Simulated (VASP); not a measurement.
TaN, 4 atoms in the cell. It takes space group Cm (No. 8, monoclinic). The conventional cell has a = 5.283 Å, b = 3.050 Å, c = 4.940 Å, α = 90.00°, β = 90.00°, γ = 90.00°. Within 1.5 Å of Ta (site symmetry m) lie 1 N at 1.15 Å. Ta (site symmetry m) has 4 N at 1.85 to 2.04 Å within 2.5 Å. Within 2.5 Å of N (site symmetry m) lie 4 Ta at 1.85 to 2.04 Å. Within 1.5 Å of N (site symmetry m) lie 1 Ta at 1.15 Å.  This cell differs from its parent crystal: shortest bond scaled by 0.62, source ansatz.

| Quantity | Value |
| --- | --- |
| Program | VASP 6.6.1 |
| Task | single point |
| Functional | PBE |
| Potentials or basis | VASP PAW PBE potentials, release 64 (Ta_pv, N) |
| Cutoff | 600 eV |
| k mesh | 7 × 7 × 4 |
| Occupations | fermi-dirac, width 0.03 eV |
| Spin | no spin polarisation |
| Dipole correction | no |
| Further INCAR settings | ALGO = Normal; EDIFF = 1e-06; NBANDS = 24 |

Potentials or basis: VASP PAW PBE potentials, release 64 (Ta_pv, N).

The run is started by

```sh
$ cat potpaw_PBE.64/Ta_pv/POTCAR potpaw_PBE.64/N/POTCAR > POTCAR
$ mpirun -np 1 vasp_std > vasp.out
```

Hardware: 1 thread of AMD EPYC 7R43 64-Core Processor (Zen 3) (shared host).

Task: Estimate the wall time of this run.

Result: Wall time 52 s on 1 thread of AMD EPYC 7R43 64-Core Processor (Zen 3), on a shared host, peak memory 0.17 GiB. Counts: scf iterations 14, k points 60.
